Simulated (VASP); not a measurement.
PtS2, 3 atoms in the cell. It takes space group P-3m1 (No. 164, trigonal). Conventional cell: a = 3.553 Å, b = 3.553 Å, c = 5.123 Å, α = 90.00°, β = 90.00°, γ = 120.00°. Pt (site symmetry -3m) has 6 S at 2.39 Å within 3.2 Å. S (site symmetry 3m) has 3 Pt at 2.39 Å and 3 S at 3.20 Å within 3.2 Å. 

* Program: VASP 6.6.1
* Task: single point
* Functional: PBEsol
* Potentials or basis: VASP PAW PBE potentials, release 64 (Pt, S)
* Cutoff: 520 eV
* k mesh: 8 × 8 × 1
* Occupations: gaussian, width 0.01 eV
* Spin: no spin polarisation
* Dipole correction: no
* Further INCAR settings: ALGO = Normal; EDIFF = 1e-07; NBANDS = 18

Potentials or basis: VASP PAW PBE potentials, release 64 (Pt, S).

The run is started by

```sh
$ cat potpaw_PBE.64/Pt/POTCAR potpaw_PBE.64/S/POTCAR > POTCAR
$ mpirun -np 1 vasp_std > vasp.out
```

Hardware: 1 thread of Intel Xeon 8259CL, with other jobs on the host.

How long does it take, and how much memory?

It took 22 s on 1 thread of Intel Xeon 8259CL, on a shared host, peak memory 0.17 GiB. Counts: scf iterations 14, k points 10.
